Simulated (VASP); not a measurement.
The system is Cs2AgBiBr6.

```xyz
10
Lattice="0.0000 5.6161 5.6161 5.6161 0.0000 5.6161 5.6161 5.6161 0.0000" Properties=species:S:1:pos:R:3 pbc="T T T"
Bi    0.0000    0.0000    0.0000
Cs    8.4242    8.4242    8.4242
Cs    2.8081    2.8081    2.8081
Ag    5.6161    5.6161    5.6161
Br    5.6161    5.6161    8.4180
Br    5.6161    5.6161    2.8142
Br    2.8142    5.6161    5.6161
Br    5.6161    8.4180    5.6161
Br    8.4180    5.6161    5.6161
Br    5.6161    2.8142    5.6161
```

Program: VASP 6.6.1. Alike in all runs: task single point; potentials or basis VASP PAW PBE potentials, release 64 (Bi_d, Cs_sv, Ag, Br); no spin polarisation; cell as given; k mesh 4 × 4 × 4; cutoff (eV) 520; smearing fermi-dirac 0.05 eV.

Q: Order these runs on this cell by their band gap on the k mesh, lowest first.
A. level PBEsol+D3(BJ)
B. level RPBE
C. level r2SCAN

A: A (1.17 eV), B (1.35 eV), C (1.65 eV).

Caveats: spin-orbit coupling is left out, which moves the levels of the heavy elements; three body term missing (at least some runs).

A k mesh can miss the band edges.
